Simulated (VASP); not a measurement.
MgW: single point with PBE

MgW:

```
CELL_PARAMETERS angstrom
3.10385 0.00000 0.00000
-1.55193 2.68801 0.00000
0.00000 0.00000 9.46120
ATOMIC_POSITIONS crystal
Mg 0.00000 0.00000 0.00000
Mg 0.00000 0.00000 0.50000
W 0.33333 0.66667 0.25000
W 0.66667 0.33333 0.75000
```

The cell was built from a structure type or drawn by symmetry, and may not be a known phase.

| Quantity | Value |
| --- | --- |
| Program | VASP 6.6.1 |
| Task | single point |
| Functional | PBE |
| Potentials or basis | VASP PAW PBE potentials, release 64 (Mg, W_sv) |
| Cutoff | 520 eV |
| k mesh | 6 × 6 × 2 |
| Occupations | gaussian, width 0.1 eV |
| Spin | no spin polarisation |

```yaml
Pressure: -14.1 GPa
Band_gap_on_the_k_mesh: zero (bands 16 and 17 overlap by 1.04 eV)
```

Stress tensor (GPa, compression positive):
```
-22.53   0.00   0.00
  0.00 -22.53   0.00
  0.00   0.00   2.80
```

Levels at points of the mesh, in eV from the Fermi level:
```csv
k point,band 13,band 14,band 15,band 16,band 17,band 18,band 19,band 20
"(0.00, 0.00, 0.00)",-1.04,-0.01,0.10,0.10,0.10,0.10,1.88,1.88
"(0.50, 0.00, 0.00)",-1.64,-1.24,0.23,0.48,0.62,0.99,1.15,2.91
"(0.00, 0.00, 0.50)",-0.68,-0.68,0.10,0.10,0.10,0.10,1.93,1.93
"(0.50, 0.00, 0.50)",-1.19,-1.19,-0.39,-0.39,1.07,1.07,2.31,2.31
```

Wall time 16 s on 1 thread of AMD EPYC 9R45 96-Core Processor (Zen 5), on a shared host, peak memory 0.17 GiB.

Caveat: the k points lie up to 0.39 Å⁻¹ apart, too coarse for converged energies and pressures of a metal; spin-orbit coupling is left out, which moves the levels of the heavy elements.
